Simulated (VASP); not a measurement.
A run of VASP 6.6.1 is set up as follows.

Contents of INCAR:

```
SYSTEM = HfO2
  ALGO = Normal
  EDIFF = 1E-7
  ENCUT = 520
  GGA = PE
  ISIF = 2
  ISMEAR = 0
  LASPH = .True.
  LCHARG = .False.
  LREAL = .False.
  LWAVE = .False.
  NBANDS = 18
  NELM = 60
  PREC = Accurate
  SIGMA = 0.01
```

KPOINTS

```
k-points
0
Gamma
  6 6 6
  0 0 0
```

The input POSCAR:

```
HfO2
1.0
    0.0000000000      2.5229349520      2.5229349520
    2.5229349520      0.0000000000      2.5229349520
    2.5229349520      2.5229349520      0.0000000000
Hf O
1 2
Direct
    0.0000000000      0.0000000000      0.0000000000
    0.2500000000      0.2500000000      0.2500000000
    0.7500000000      0.7500000000      0.7500000000
```

Potentials or basis: VASP PAW PBE potentials, release 64 (Hf_pv, O).

Run with:

```bash
$ cat potpaw_PBE.64/Hf_pv/POTCAR potpaw_PBE.64/O/POTCAR > POTCAR
$ mpirun -np 1 vasp_std > vasp.out
```

Question: Predict the pressure.

Answer: 4.1 GPa.

Question: What does it give for the band gap on the k mesh?

Answer: 3.84 eV, direct.

Caveat: spin-orbit coupling is left out, which moves the levels of the heavy elements. A k mesh can miss the band edges.
